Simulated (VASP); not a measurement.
# SiS2 (Ibam) in VASP: settings compared

SiS2 is run at these levels: r2SCAN, PBE; tasks: dielectric tensor.

Everything below comes from runs of VASP 6.6.1. Logs are shortened: lines on timing, memory, paths and dates and some standing lists are left out, and cuts for length are marked.

### 1 The cell of the first run

The structure is orthorhombic, space group Ibam (No. 72). The conventional cell has a = 5.487 Å, b = 9.636 Å, c = 5.523 Å, α = 90.00°, β = 90.00°, γ = 90.00°. Si (site symmetry 222) has 4 S at 2.13 Å and 2 Si at 2.76 Å within 2.8 Å. Within 2.8 Å of S (site symmetry m) lie 2 Si at 2.13 Å.

### 2 Dielectric tensor, r2SCAN

Contents of INCAR:

```
SYSTEM = SiS2
  ALGO = Normal
  EDIFF = 1E-8
  ENCUT = 440
  GGA_COMPAT = .False.
  ISIF = 2
  ISMEAR = 0
  KPAR = 4
  LASPH = .True.
  LCALCEPS = .True.
  LCHARG = .False.
  LMIXTAU = .True.
  LREAL = .False.
  LWAVE = .False.
  METAGGA = R2SCAN
  NELM = 120
  PREC = Accurate
  SIGMA = 0.01
```

Contents of KPOINTS:

```
k-points
0
Gamma
  6 6 6
  0 0 0
```

Contents of POSCAR:

```
SiS2
1.0
   -2.7433936244      4.8180836088      2.7616521808
    2.7433936244     -4.8180836088      2.7616521808
    2.7433936244      4.8180836088     -2.7616521808
Si S
2 4
Direct
    0.7500000000      0.7500000000      0.0000000000
    0.2500000000      0.2500000000      0.0000000000
    0.1177771225      0.2122163257      0.3299934483
    0.8822228775      0.7877836743      0.6700065517
    0.6177771225      0.2877836743      0.9055607968
    0.3822228775      0.7122163257      0.0944392032
```

Potentials or basis: VASP PAW PBE potentials, release 64 (Si, S).

Started as:

```console
$ cat potpaw_PBE.64/Si/POTCAR potpaw_PBE.64/S/POTCAR > POTCAR
$ mpirun -np 4 vasp_std > vasp.out
```

OUTCAR:

```text
SYSTEM = SiS2
   EDIFF = 1E-8
   ENCUT = 440
   ISIF = 2
   ISMEAR = 0
   LASPH = .True.
   LREAL = .False.
   METAGGA = R2SCAN
   NELM = 120
   PREC = Accurate

 ion  position               nearest neighbor table
   1  0.750  0.750  0.000-   6 2.13   5 2.13   3 2.13   4 2.13   2 2.76   2 2.76
   2  0.250  0.250  0.000-   5 2.13   6 2.13   4 2.13   3 2.13   1 2.76   1 2.76
   3  0.118  0.212  0.330-   1 2.13   2 2.13
   4  0.882  0.788  0.670-   2 2.13   1 2.13
   5  0.618  0.288  0.906-   2 2.13   1 2.13
   6  0.382  0.712  0.094-   1 2.13   2 2.13

  LATTYP: Found a body centered orthorhombic cell.
 ALAT       =     5.4867872488
 B/A-ratio  =     1.0066554636
 C/A-ratio  =     1.7562494736

  Lattice vectors:

 A1 = (  -2.7433936244,   4.8180836088,  -2.7616521808)
 A2 = (   2.7433936244,   4.8180836088,   2.7616521808)
 A3 = (   2.7433936244,  -4.8180836088,  -2.7616521808)

Analysis of symmetry for initial positions (statically):
=====================================================================
 Subroutine PRICEL returns:
 Original cell was already a primitive cell.

 Routine SETGRP: Setting up the symmetry group for a
 body centered orthorhombic supercell.

 Subroutine GETGRP returns: Found  8 space group operations
 (whereof  4 operations were pure point group operations)
 out of a pool of  8 trial point group operations.

The static configuration has the point symmetry C_2h.
 The point group associated with its full space group is D_2h.

Analysis of symmetry for dynamics (positions and initial velocities):
=====================================================================
 Subroutine PRICEL returns:
 Original cell was already a primitive cell.

 Routine SETGRP: Setting up the symmetry group for a
 body centered orthorhombic supercell.

 Subroutine GETGRP returns: Found  8 space group operations
 (whereof  4 operations were pure point group operations)
 out of a pool of  8 trial point group operations.

The dynamic configuration has the point symmetry C_2h.
 The point group associated with its full space group is D_2h.

 Subroutine INISYM returns: Found  8 space group operations
 (whereof  4 operations are pure point group operations),
 and found     1 'primitive' translations

[... 159 lines left out ...]
 fundamental gap:   9998.0020456245
 Fermi energy:         2.0477523972

 k-point     1 :       0.0000    0.0000    0.0000
  band No.  band energies     occupation
      1     -13.3245      2.00000
      2     -11.1131      2.00000
      3     -10.5153      2.00000
      4     -10.3719      2.00000
      5      -5.7779      2.00000
      6      -4.1879      2.00000
[... 541 lines left out ...]
     19   10000.0000      0.00000
     20   10000.0000      0.00000

 [... further k-points ...]

------------------------ aborting loop because EDIFF is reached ----------------------------------------

            Ionic dipole moment: p[ion]=(     0.00000     0.00000     0.00000 ) |e| Angst

 Total electronic dipole moment: p[elc]=(    -0.00001     0.00000     0.03083 ) |e| Angst

 MACROSCOPIC STATIC DIELECTRIC TENSOR (including local field effects)
 ------------------------------------------------------
           3.390154    -0.000000     0.000000
           0.000000     3.539342     0.000000
           0.000000     0.000000     4.821175
 ------------------------------------------------------

 PIEZOELECTRIC TENSOR (including local field effects) (e Angst)
          XX          YY          ZZ          XY          YZ          ZX
  --------------------------------------------------------------------------------
  x     0.00000     0.00000     0.00000     0.00000     0.00000     0.00000
  y     0.00000     0.00000     0.00000     0.00000     0.00000     0.00000
  z     0.00000     0.00000     0.00000     0.00000     0.00000     0.00000

 PIEZOELECTRIC TENSOR (including local field effects) (C/m^2)
          XX          YY          ZZ          XY          YZ          ZX
  --------------------------------------------------------------------------------
  x     0.00000     0.00000     0.00000     0.00000     0.00000     0.00000
  y     0.00000     0.00000     0.00000     0.00000     0.00000     0.00000
  z     0.00000     0.00000     0.00000     0.00000     0.00000     0.00000

 BORN EFFECTIVE CHARGES (including local field effects) (in |e|, cummulative output)
 ---------------------------------------------------------------------------------
 ion    1
    1     1.45653     0.00000    -0.00000
    2    -0.00000     1.50867    -0.00000
    3     0.00000     0.00000     4.22334
 ion    2
    1     1.45653     0.00000    -0.00000
    2    -0.00000     1.50867    -0.00000
    3     0.00000     0.00000     4.22334
 ion    3
    1    -0.72826    -0.33198     0.00000
    2    -0.40372    -0.75434     0.00000
    3     0.00000     0.00000    -2.11167
 ion    4
    1    -0.72826    -0.33198     0.00000
    2    -0.40372    -0.75434     0.00000
    3     0.00000     0.00000    -2.11167
 ion    5
    1    -0.72826     0.33198     0.00000
    2     0.40372    -0.75434     0.00000
    3     0.00000     0.00000    -2.11167
 ion    6
    1    -0.72826     0.33198     0.00000
    2     0.40372    -0.75434     0.00000
    3     0.00000     0.00000    -2.11167

  FORCE on cell =-STRESS in cart. coord.  units (eV):
  Direction    XX          YY          ZZ          XY          YZ          ZX
  --------------------------------------------------------------------------------------
  -------------------------------------------------------------------------------------
  Total        0.3371170      0.3308675      0.1477904      0.0000000      0.0000000      0.0000000
  in kB        3.6991315      3.6305566      1.6216807      0.0000000      0.0000000      0.0000000
  external PRESSURE =       2.9837896 kB  Pullay stress =       0.0000000 kB

 VOLUME and BASIS-vectors are now :
 -----------------------------------------------------------------------------
  energy-cutoff  :      440.00
  volume of cell :      146.01
      direct lattice vectors                 reciprocal lattice vectors
    -2.743393624  4.818083609  2.761652181     0.000000000  0.103775700  0.181051040
     2.743393624 -4.818083609  2.761652181     0.182256019  0.000000000  0.181051040
     2.743393624  4.818083609 -2.761652181     0.182256019  0.103775700  0.000000000

 POSITION                                       TOTAL-FORCE (eV/Angst)
 -----------------------------------------------------------------------------------
      0.00000      0.00000      4.14248        -0.000000     -0.000000      0.000000
      0.00000      0.00000      1.38083         0.000000     -0.000000      0.000000
      1.16439      1.13492     -0.00000        -0.084115     -0.077452     -0.000000
      1.57901      3.68316      2.76165         0.084115      0.077452     -0.000000
      1.57901      5.95300      0.00000         0.084115     -0.077452     -0.000000
      1.16439     -1.13492      2.76165        -0.084115      0.077452      0.000000
 -----------------------------------------------------------------------------------
    total drift:                               -0.000000      0.000000      0.000000

  FREE ENERGIE OF THE ION-ELECTRON SYSTEM (eV)
  ---------------------------------------------------
  free  energy   TOTEN  =       -54.1481235281 eV

  energy  without entropy=      -54.1481235281  energy(sigma->0) =      -54.14812353
```

stdout:

```text
POSCAR found type information on POSCAR SiS
 POSCAR found :  2 types and       6 ions
 scaLAPACK will be used
 -----------------------------------------------------------------------------
|                                                                             |
[... 112 lines left out ...]
dp_tot=( -0.105E-04  0.426E-05  0.310E-01 )  diag[e(oo)]=(    ---      ---    4.84255 )
 p_tot=( -0.107E-04  0.417E-05  0.309E-01 )
dp_tot=( -0.106E-04  0.428E-05  0.309E-01 )  diag[e(oo)]=(    ---      ---    4.83299 )
 p_tot=( -0.107E-04  0.418E-05  0.309E-01 )
dp_tot=( -0.106E-04  0.428E-05  0.309E-01 )  diag[e(oo)]=(    ---      ---    4.82622 )
 final diagonalization full
 p_tot=( -0.107E-04  0.417E-05  0.308E-01 )
dp_tot=( -0.106E-04  0.427E-05  0.308E-01 )  diag[e(oo)]=(    ---      ---    4.82118 )
```

It took 38 min on 4 MPI ranks of AMD EPYC 9R45 (Zen 5), shared host; peak memory 1.1 GiB.

Results:

```yaml
Band_gap_on_the_k_mesh: 3.19 eV (least direct gap 3.49 eV)
Electronic_dielectric_tensor_diagonal: 3.39, 3.54, 4.82
Born_charges_mean_of_the_diagonal: Si +2.40; S -1.20 e
```

Electronic dielectric tensor:
```
3.39 0.00 0.00
0.00 3.54 0.00
0.00 0.00 4.82
```

Born effective charge tensors (e):
atom 1, Si
```
1.46 0.00 0.00
0.00 1.51 0.00
0.00 0.00 4.22
```
atom 2, Si
```
1.46 0.00 0.00
0.00 1.51 0.00
0.00 0.00 4.22
```
atom 3, S
```
-0.73 -0.33  0.00
-0.40 -0.75  0.00
 0.00  0.00 -2.11
```
atom 4, S
```
-0.73 -0.33  0.00
-0.40 -0.75  0.00
 0.00  0.00 -2.11
```
atom 5, S
```
-0.73  0.33  0.00
 0.40 -0.75  0.00
 0.00  0.00 -2.11
```
atom 6, S
```
-0.73  0.33  0.00
 0.40 -0.75  0.00
 0.00  0.00 -2.11
```

Dipole moments of the cell (e·Å, modulo the quantum): ionic 0.000, 0.000, 0.000; electronic 0.000, 0.000, 0.031

Caveat: the PAW data sets were made with another functional, which shifts forces and pressure a little.

### 3 Dielectric tensor, PBE

Contents of INCAR:

```
SYSTEM = SiS2
ALGO = Normal
EDIFF = 1E-8
ENCUT = 400
GGA = PE
GGA_COMPAT = .False.
ISIF = 2
ISMEAR = 0
LASPH = .True.
LCHARG = .False.
LEPSILON = .True.
LREAL = .False.
LWAVE = .False.
NELM = 120
PREC = Accurate
SIGMA = 0.01
```

KPOINTS is that of step 2.

POSCAR is that of step 2.

Potentials or basis: VASP PAW PBE potentials, release 64 (Si, S).

Started as:

```console
$ cat potpaw_PBE.64/Si/POTCAR potpaw_PBE.64/S/POTCAR > POTCAR
$ mpirun -np 1 vasp_std > vasp.out
```

OUTCAR:

```text
SYSTEM = SiS2
   EDIFF = 1E-8
   ENCUT = 400
   GGA = PE
   ISIF = 2
   ISMEAR = 0
   LASPH = .True.
   LEPSILON = .True.
   LREAL = .False.
   NELM = 120
   PREC = Accurate

 ion  position               nearest neighbor table
   1  0.750  0.750  0.000-   6 2.13   5 2.13   3 2.13   4 2.13   2 2.76   2 2.76
   2  0.250  0.250  0.000-   5 2.13   6 2.13   4 2.13   3 2.13   1 2.76   1 2.76
   3  0.118  0.212  0.330-   1 2.13   2 2.13
   4  0.882  0.788  0.670-   2 2.13   1 2.13
   5  0.618  0.288  0.906-   2 2.13   1 2.13
   6  0.382  0.712  0.094-   1 2.13   2 2.13

  LATTYP: Found a body centered orthorhombic cell.
 ALAT       =     5.4867872488
 B/A-ratio  =     1.0066554636
 C/A-ratio  =     1.7562494736

  Lattice vectors:

 A1 = (  -2.7433936244,   4.8180836088,  -2.7616521808)
 A2 = (   2.7433936244,   4.8180836088,   2.7616521808)
 A3 = (   2.7433936244,  -4.8180836088,  -2.7616521808)

Analysis of symmetry for initial positions (statically):
=====================================================================
 Subroutine PRICEL returns:
 Original cell was already a primitive cell.

 Routine SETGRP: Setting up the symmetry group for a
 body centered orthorhombic supercell.

 Subroutine GETGRP returns: Found  8 space group operations
 (whereof  4 operations were pure point group operations)
 out of a pool of  8 trial point group operations.

The static configuration has the point symmetry C_2h.
 The point group associated with its full space group is D_2h.

Analysis of symmetry for dynamics (positions and initial velocities):
=====================================================================
 Subroutine PRICEL returns:
 Original cell was already a primitive cell.

 Routine SETGRP: Setting up the symmetry group for a
 body centered orthorhombic supercell.

 Subroutine GETGRP returns: Found  8 space group operations
 (whereof  4 operations were pure point group operations)
[... 758 lines left out ...]
  free energy    TOTEN  =        -1.12926002 eV

  energy without entropy =       -1.12926002

------------------------ aborting loop because EDIFF is reached ----------------------------------------

--------------------------------------- Ionic step        2  -------------------------------------------

------------------------ aborting loop because EDIFF is reached ----------------------------------------

--------------------------------------- Ionic step        3  -------------------------------------------

 Free energy of the ion-electron system (eV)
  ---------------------------------------------------
  ---------------------------------------------------
  free energy    TOTEN  =        -1.82758256 eV

  energy without entropy =       -1.82758256

------------------------ aborting loop because EDIFF is reached ----------------------------------------

 PIEZOELECTRIC TENSOR FIELD DIRECTION 3  (e Angst)
 -----------------------------------------------------------------------------
    -0.00032  0.00000  0.00000           (  0.00000  0.00000  0.00000)
     0.00000  0.00007  0.00000           (  0.00000 -0.00000  0.00000)
     0.00000  0.00000  0.00067           (  0.00000  0.00000  0.00000)

 PIEZOELECTRIC TENSOR FIELD DIRECTION 3  (C/m^2)
 -----------------------------------------------------------------------------
    -0.00003  0.00000  0.00000
     0.00000  0.00001  0.00000
     0.00000  0.00000  0.00007

 MACROSCOPIC STATIC DIELECTRIC TENSOR (including local field effects in DFT)
 ------------------------------------------------------
           3.513636    -0.000000     0.000000
           0.000000     3.689481     0.000000
           0.000000     0.000000     5.128304
 ------------------------------------------------------

 PIEZOELECTRIC TENSOR (including local field effects)  for field in x, y, z        (e  Angst)
          XX          YY          ZZ          XY          YZ          ZX
  --------------------------------------------------------------------------------
  x     0.00000     0.00000     0.00000     0.00000     0.00000     0.00000
  y     0.00000     0.00000     0.00000     0.00000     0.00000     0.00000
  z     0.00000     0.00000     0.00000     0.00000     0.00000     0.00000

 PIEZOELECTRIC TENSOR (including local field effects)  for field in x, y, z        (C/m^2)
          XX          YY          ZZ          XY          YZ          ZX
  --------------------------------------------------------------------------------
  x     0.00000     0.00000     0.00000     0.00000     0.00000     0.00000
  y     0.00000     0.00000     0.00000     0.00000     0.00000     0.00000
  z     0.00000     0.00000     0.00000     0.00000     0.00000     0.00000

 BORN EFFECTIVE CHARGES (including local field effects) (in |e|, cummulative output)
 ---------------------------------------------------------------------------------
 ion    1
    1     1.38733     0.00000     0.00000
    2     0.00000     1.44414     0.00000
    3     0.00000     0.00000     4.24883
 ion    2
    1     1.38733     0.00000     0.00000
    2     0.00000     1.44414     0.00000
    3     0.00000     0.00000     4.24883
 ion    3
    1    -0.69367    -0.32152     0.00000
    2    -0.39462    -0.72207     0.00000
    3     0.00000     0.00000    -2.12442
 ion    4
    1    -0.69367    -0.32152     0.00000
    2    -0.39462    -0.72207     0.00000
    3     0.00000     0.00000    -2.12442
 ion    5
    1    -0.69367     0.32152    -0.00000
    2     0.39462    -0.72207     0.00000
    3     0.00000     0.00000    -2.12442
 ion    6
    1    -0.69367     0.32152     0.00000
    2     0.39462    -0.72207     0.00000
    3     0.00000     0.00000    -2.12442
```

OSZICAR:

```text
N       E                     dE             d eps       ncg     rms          rms(c)
DAV:   1     0.149821230868E+03    0.14982E+03   -0.11520E+04  1840   0.109E+03
DAV:   2    -0.198853097305E+02   -0.16971E+03   -0.16367E+03  2668   0.204E+02
DAV:   3    -0.319985565713E+02   -0.12113E+02   -0.12019E+02  2232   0.619E+01
[... 11 lines left out ...]
RMM:  10    -0.182759843832E+01   -0.10132E-03   -0.81971E-07  3188   0.395E-03    0.371E-04
RMM:  11    -0.182756967892E+01    0.28759E-04    0.21938E-07  3207   0.119E-03    0.377E-04
RMM:  12    -0.182757836536E+01   -0.86864E-05    0.86410E-07  3268   0.369E-04    0.218E-04
RMM:  13    -0.182758373771E+01   -0.53723E-05   -0.11865E-07  3456   0.487E-04    0.662E-05
RMM:  14    -0.182758313843E+01    0.59928E-06    0.19030E-07  2658   0.171E-04    0.321E-05
RMM:  15    -0.182758294582E+01    0.19261E-06   -0.23502E-07  1598   0.979E-05    0.181E-05
RMM:  16    -0.182758256480E+01    0.38102E-06   -0.22052E-07  1891   0.109E-04    0.380E-06
```

stdout:

```text
POSCAR found type information on POSCAR SiS
 POSCAR found :  2 types and       6 ions
 scaLAPACK will be used
 LDA part: xc-table for (Slater+PW92), standard interpolation
 POSCAR, INCAR and KPOINTS ok, starting setup
 FFT: planning ... GRIDC
 FFT: planning ... GRID_SOFT
 FFT: planning ... GRID
 WAVECAR not read
 entering main loop
 Linear response reoptimize wavefunctions to high precision
 Linear response G [H, r] |phi>, progress :
  Direction:   1
 Linear response G [H, r] |phi>, progress :
  Direction:   2
 Linear response G [H, r] |phi>, progress :
  Direction:   3
 Linear response to external field (no local field effect), progress :
  Direction:   1
 dielectric tensor                  component  1 :     4.629    -0.055     0.063
 Linear response to external field (no local field effect), progress :
  Direction:   2
 dielectric tensor                  component  2 :    -0.055     4.657     0.034
 Linear response to external field (no local field effect), progress :
  Direction:   3
 dielectric tensor                  component  3 :     0.063     0.034     5.733
 Linear response to external field, progress :
  Direction:   1
 dielectric tensor                  component  1 :     3.514    -0.044     0.061
 Linear response to external field, progress :
  Direction:   2
 dielectric tensor                  component  2 :    -0.044     3.689     0.026
 Linear response to external field, progress :
  Direction:   3
 dielectric tensor                  component  3 :     0.059     0.031     5.128
 Born effective charges drift removed
```

Wall time 16 min (1 thread of AMD EPYC 7R13 (Zen 3), shared host); peak memory 0.39 GiB.

What came out:

```yaml
Band_gap_on_the_k_mesh: 2.80 eV (least direct gap 3.09 eV)
Electronic_dielectric_tensor_diagonal: 3.51, 3.69, 5.13
Born_charges_mean_of_the_diagonal: Si +2.36; S -1.18 e
```

Levels at points of the mesh, in eV from the valence-band top:
```csv
k point,band 14,band 15,band 16,band 17,band 18,band 19
"(0.00, 0.00, 0.00)",-0.78,-0.72,-0.57,3.50,3.92,4.05
"(0.50, 0.00, 0.00)",-1.26,-0.72,-0.72,3.45,3.45,5.02
"(0.00, 0.50, 0.00)",-0.99,-0.59,-0.59,3.33,3.33,4.67
"(0.50, 0.50, 0.00)",-1.28,-1.05,-0.03,4.02,4.66,4.93
"(0.50, 0.50, 0.50)",-1.93,-1.39,-0.29,2.80,3.88,4.18
```

Electronic dielectric tensor:
```
3.51 0.00 0.00
0.00 3.69 0.00
0.00 0.00 5.13
```

Born effective charge tensors (e):
atom 1, Si
```
1.39 0.00 0.00
0.00 1.44 0.00
0.00 0.00 4.25
```
atom 2, Si
```
1.39 0.00 0.00
0.00 1.44 0.00
0.00 0.00 4.25
```
atom 3, S
```
-0.69 -0.32  0.00
-0.39 -0.72  0.00
 0.00  0.00 -2.12
```
atom 4, S
```
-0.69 -0.32  0.00
-0.39 -0.72  0.00
 0.00  0.00 -2.12
```
atom 5, S
```
-0.69  0.32  0.00
 0.39 -0.72  0.00
 0.00  0.00 -2.12
```
atom 6, S
```
-0.69  0.32  0.00
 0.39 -0.72  0.00
 0.00  0.00 -2.12
```

A k mesh can miss the band edges.

The gap in the log of VASP goes by the Fermi energy; the results here count the filled bands.